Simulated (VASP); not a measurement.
# Ir in VASP: notebook

The runs below take Ir through single point, with PBE.

Everything below comes from runs of VASP 6.6.1. Logs are shortened: lines on timing, memory, paths and dates and some standing lists are left out, and cuts for length are marked.

**1. The cell of the first run**

Symmetry: I4/mmm, No. 139, tetragonal system. The conventional cell has a = 2.715 Å, b = 2.715 Å, c = 3.724 Å, α = 90.00°, β = 90.00°, γ = 90.00°. Within 3.5 Å of Ir (site symmetry 4/mmm) lie 12 Ir at 2.67 to 2.71 Å.

**2. Single point, PBE (zz strain of -3 %)**

INCAR

```
PREC = Accurate
ENCUT = 520
EDIFF = 1E-6
ISMEAR = -1
SIGMA = 0.05
LREAL = False
LASPH = True
NELM = 60
ALGO = Normal
ISIF = 2
LWAVE = False
LCHARG = True
GGA = PE
LELF = True
LVHAR = True
NBANDS = 10
```

KPOINTS

```
regular mesh
0
Gamma
  15 15 15
```

POSCAR

```
Ir
1.0
    0.0000000000      1.9197000000      1.8621090000
    1.9197000000      0.0000000000      1.8621090000
    1.9197000000      1.9197000000      0.0000000000
Ir
1
Direct
    0.0000000000      0.0000000000      0.0000000000
```

Potentials or basis: VASP PAW PBE potentials, release 64 (Ir).

The run is started by

```bash
$ cat potpaw_PBE.64/Ir/POTCAR > POTCAR
$ mpirun -np 1 vasp_std > vasp.out
```

OUTCAR:

```text
PREC = Accurate
   ENCUT = 520
   EDIFF = 1E-6
   ISMEAR = -1
   LREAL = False
   LASPH = True
   NELM = 60
   ISIF = 2
   GGA = PE

 ion  position               nearest neighbor table
   1  0.000  0.000  0.000-

  LATTYP: Found a body centered tetragonal cell.
 ALAT       =     2.7148657757
 C/A-ratio  =     1.3717871555

  Lattice vectors:

 A1 = (   0.0000000000,  -1.9197000000,  -1.8621090000)
 A2 = (   0.0000000000,   1.9197000000,  -1.8621090000)
 A3 = (   1.9197000000,   0.0000000000,   1.8621090000)

Analysis of symmetry for initial positions (statically):
=====================================================================
 Subroutine PRICEL returns:
 Original cell was already a primitive cell.

 Routine SETGRP: Setting up the symmetry group for a
 body centered tetragonal supercell.

 Subroutine GETGRP returns: Found 16 space group operations
 (whereof 16 operations were pure point group operations)
 out of a pool of 16 trial point group operations.

The static configuration has the point symmetry D_4h.

Analysis of symmetry for dynamics (positions and initial velocities):
=====================================================================
 Subroutine PRICEL returns:
 Original cell was already a primitive cell.

 Routine SETGRP: Setting up the symmetry group for a
 body centered tetragonal supercell.

 Subroutine GETGRP returns: Found 16 space group operations
 (whereof 16 operations were pure point group operations)
 out of a pool of 16 trial point group operations.

The dynamic configuration has the point symmetry D_4h.

 Subroutine INISYM returns: Found 16 space group operations
 (whereof 16 operations are pure point group operations),
 and found     1 'primitive' translations

----------------------------------------------------------------------------------------

                                     Primitive cell

  volume of cell :      13.7247

  direct lattice vectors                    reciprocal lattice vectors
     0.000000000  1.919700000  1.862109000    -0.260457363  0.260457363  0.268512745
     1.919700000  0.000000000  1.862109000     0.260457363 -0.260457363  0.268512745
     1.919700000  1.919700000  0.000000000     0.260457363  0.260457363 -0.268512745

  length of vectors
     2.674452845  2.674452845  2.714865776     0.455823618  0.455823618  0.455823618

  position of ions in fractional coordinates (direct lattice)
     0.000000000  0.000000000  0.000000000

  ion indices of the primitive-cell ions
   primitive index   ion index
                 1           1

----------------------------------------------------------------------------------------

 KPOINTS: regular mesh

Automatic generation of k-mesh.
 Grid dimensions read from file:
 generate k-points for:   15   15   15

 Generating k-lattice:

  Cartesian coordinates                     Fractional coordinates (reciprocal lattice)
    -0.017363824  0.017363824  0.017900850     0.066666667  0.000000000  0.000000000
     0.017363824 -0.017363824  0.017900850     0.000000000  0.066666667  0.000000000
     0.017363824  0.017363824 -0.017900850    -0.000000000 -0.000000000  0.066666667

  Length of vectors
     0.030388241  0.030388241  0.030388241

  Shift w.r.t. Gamma in fractional coordinates (k-lattice)
     0.000000000  0.000000000  0.000000000

 Subroutine IBZKPT returns following result:
 ===========================================

 Found    288 irreducible k-points:

 Following reciprocal coordinates:
            Coordinates               Weight
  0.000000  0.000000  0.000000      1.000000
  0.066667  0.000000  0.000000      8.000000
  0.133333 -0.000000  0.000000      8.000000
  0.200000 -0.000000  0.000000      8.000000
  0.266667 -0.000000  0.000000      8.000000
  0.333333  0.000000  0.000000      8.000000
[... 16 lines left out ...]
  0.133333  0.133333  0.000000      2.000000
  0.200000  0.133333  0.000000      8.000000
 [... further k-points ...]
   k-points           NKPTS =    288   k-points in BZ     NKDIM =    288   number of bands    NBANDS=     10
   number of dos      NEDOS =    301   number of ions     NIONS =      1
   total plane-waves  NPLWV =   8000
   dimension x,y,z NGX =    20 NGY =   20 NGZ =   20
   dimension x,y,z NGXF=    40 NGYF=   40 NGZF=   40
   ions per type =               1
   NGX,Y,Z   is equivalent  to a cutoff of  12.43, 12.43, 12.25 a.u.
   NGXF,Y,Z  is equivalent  to a cutoff of  24.86, 24.86, 24.49 a.u.
 SYSTEM =  unknown system
   PREC   = accura    normal or accurate (medium, high low for compatibility)
   ISTART =      0    job   : 0-new  1-cont  2-samecut
   ICHARG =      2    charge: 1-file 2-atom 10-const
   ISPIN  =      1    spin polarized calculation?
   LNONCOLLINEAR =      F non collinear calculations
   LSORBIT =      F    spin-orbit coupling
   LASPH  =      T    aspherical Exc in radial PAW
   ENCUT  =  520.0 eV  38.22 Ry    6.18 a.u.   4.97  4.97  5.05*2*pi/ulx,y,z
   NELM   =     60;   NELMIN=  2; NELMDL= -5     # of ELM steps
   EDIFF  = 0.1E-05   stopping-criterion for ELM
   LREAL  =      F    real-space projection
   EDIFFG = 0.1E-04   stopping-criterion for IOM
   NSW    =      0    number of steps for IOM
   IBRION =     -1    ionic relax: 0-MD 1-quasi-New 2-CG
   NFREE  =      0    steps in history (QN), initial steepest desc. (CG)
   ISIF   =      2    stress and relaxation
   ISYM   =      2    0-nonsym 1-usesym 2-fastsym
   POTIM  = 0.5000    time-step for ionic-motion
   TEBEG  =    0.0;   TEEND  =   0.0 temperature during run
   PSTRESS=    0.0 pullay stress
   NELECT =       9.0000    total number of electrons
   NUPDOWN=      -1.0000    fix difference up-down
   EMIN   =  10.00;   EMAX   =-10.00  energy-range for DOS
   EFERMI =   0.00;   METHOD = LEGACY
   ISMEAR =    -1;   SIGMA  =   0.05  broadening in eV -4-tet -1-fermi 0-gaus
   EFERMI_NEDOS =   21; number of points for ismear=-14 and -15
   IALGO  =     38    algorithm
   IMIX   =      4    mixing-type and parameters
     AMIX     =   0.40;   BMIX     =  1.00
     AMIX_MAG =   1.60;   BMIX_MAG =  1.00
  volume/ion in A,a.u.               =      13.72        92.62
  Fermi-wavevector in a.u.,A,eV,Ry     =   1.422291  2.687740 27.523376  2.022911
  Thomas-Fermi vector in A             =   2.543010
   LORBIT       =      0    0 simple, 1 ext, 2 COOP (PROOUT), +10 PAW based schemes
   GGA     = PE    functional components
   LHFCALC =     F    Hartree Fock is set to
   AEXX    =    0.0000 exact exchange contribution
   IVDW    =     0    specifies the selected vdW correction
   LEPSILON=     F    determine dielectric tensor
   LRPA    =     F    only Hartree local field effects (RPA)
 non-spin polarized calculation
  energy-cutoff  :      520.00
  volume of cell :       13.72
 maximum number of plane-waves:       380
   NGX =  9   NGY =  9   NGZ =  9

 number of electron       9.0000001 magnetization

 Free energy of the ion-electron system (eV)
  ---------------------------------------------------
  ext. energy  EPLUGINS =         0.00000000
  ---------------------------------------------------
  free energy    TOTEN  =        -8.79534197 eV

  energy without entropy =       -8.78768600  energy(sigma->0) =       -8.79151399

 E-fermi :  10.9923     XC(G=0): -14.1695

 val. band max:       10.9838566205   @ k =  -0.3333  -0.0000   0.3333
 cond. band min:      10.9976869873   @ k =  -0.3333   0.2667   0.0667
 fundamental gap:      0.0138303668
 Fermi energy:        10.9922835300

 k-point     1 :       0.0000    0.0000    0.0000
  band No.  band energies     occupation
      1      -0.5081      2.00000
      2       6.7438      2.00000
      3       6.7438      2.00000
      4       7.1461      2.00000
      5       9.4149      2.00000
      6       9.9556      2.00000
      7      25.2185      0.00000
      8      30.6312      0.00000
      9      30.6312      0.00000
     10      31.6791      0.00000

 k-point     2 :       0.0667    0.0000    0.0000
  band No.  band energies     occupation
      1      -0.3041      2.00000
      2       6.6904      2.00000
      3       6.8322      2.00000
      4       7.1775      2.00000
      5       9.3675      2.00000
      6       9.8868      2.00000
      7      25.5754      0.00000
      8      29.8773      0.00000
      9      30.9676      0.00000
     10      31.7349      0.00000

 k-point     3 :       0.1333   -0.0000    0.0000
  band No.  band energies     occupation
      1       0.2755      2.00000
      2       6.4811      2.00000
      3       7.0384      2.00000
      4       7.3462      2.00000
      5       9.3026      2.00000
      6       9.7472      2.00000
      7      26.5025      0.00000
      8      28.1423      0.00000
      9      31.9351      0.00000
     10      32.6352      0.00000

 k-point     4 :       0.2000   -0.0000    0.0000
  band No.  band energies     occupation
      1       1.1112      2.00000
      2       6.2834      2.00000
      3       7.1771      2.00000
      4       7.5269      2.00000
      5       9.4425      2.00000
      6       9.7376      2.00000
      7      26.1913      0.00000
      8      27.6890      0.00000
      9      33.4117      0.00000
     10      34.0998      0.00000
[... 222 lines left out ...]
 k-point    22 :      -0.0667    0.0667    0.0000
  band No.  band energies     occupation
      1       0.0169      2.00000
      2       6.4771      2.00000
      3       6.9578      2.00000
      4       7.3928      2.00000
      5       9.1389      2.00000
      6       9.9457      2.00000
      7      26.1229      0.00000
      8      28.9852      0.00000
      9      31.7793      0.00000
     10      31.8381      0.00000

 k-point    23 :       0.1333    0.1333    0.0000
  band No.  band energies     occupation
      1       0.5862      2.00000
      2       6.2975      2.00000
      3       7.3601      2.00000
      4       7.3601      2.00000
      5       9.0715      2.00000
      6       9.7650      2.00000
      7      27.1093      0.00000
      8      29.3118      0.00000
      9      31.0631      0.00000
     10      31.0631      0.00000

 k-point    24 :       0.2000    0.1333    0.0000
  band No.  band energies     occupation
      1       1.2503      2.00000
      2       5.9113      2.00000
      3       7.6514      2.00000
      4       7.6561      2.00000
      5       8.8051      2.00000
      6       9.9764      2.00000
      7      28.0247      0.00000
      8      28.1755      0.00000
      9      31.2711      0.00000
     10      31.8870      0.00000

 [... further k-points ...]
[... 5 lines left out ...]
  --------------------------------------------------------------------------------------
  -------------------------------------------------------------------------------------
  Total        1.5982259      1.5982259      2.6686249      0.0000000      0.0000000     -0.0000000
  in kB      186.5721994    186.5721994    311.5274239      0.0000000      0.0000000     -0.0000000
  external PRESSURE =     228.2239409 kB  Pullay stress =       0.0000000 kB

 VOLUME and BASIS-vectors are now :
 -----------------------------------------------------------------------------
  energy-cutoff  :      520.00
  volume of cell :       13.72
      direct lattice vectors                 reciprocal lattice vectors
     0.000000000  1.919700000  1.862109000    -0.260457363  0.260457363  0.268512745
     1.919700000  0.000000000  1.862109000     0.260457363 -0.260457363  0.268512745
     1.919700000  1.919700000  0.000000000     0.260457363  0.260457363 -0.268512745

 POSITION                                       TOTAL-FORCE (eV/Angst)
 -----------------------------------------------------------------------------------
      0.00000      0.00000      0.00000        -0.000000      0.000000      0.000000
 -----------------------------------------------------------------------------------
    total drift:                                0.000000      0.000000     -0.000000

  FREE ENERGIE OF THE ION-ELECTRON SYSTEM (eV)
  ---------------------------------------------------
  free  energy   TOTEN  =        -8.7953419749 eV

  energy  without entropy=       -8.7876859967  energy(sigma->0) =       -8.79151399
```

Wall time 18 s (1 thread of Intel Xeon Platinum 8375C at 2.90GHz (Ice Lake), shared host); peak memory 0.16 GiB.

What came out:

```
Free energy : -8.7953 eV
Pressure    : 22.8 GPa
```

Levels at points of the mesh, in eV from the Fermi level:
| k point | band 1 | band 2 | band 3 | band 4 | band 5 | band 6 | band 7 | band 8 |
| --- | --- | --- | --- | --- | --- | --- | --- | --- |
| (0.00, 0.00, 0.00) | -11.50 | -4.25 | -4.25 | -3.85 | -1.58 | -1.04 | 14.23 | 19.64 |

Caveat: the cell differs from its parent crystal (zz strain of -3 %); spin-orbit coupling is left out, which moves the levels of the heavy elements.

(Part 1 of 2 ends here.)
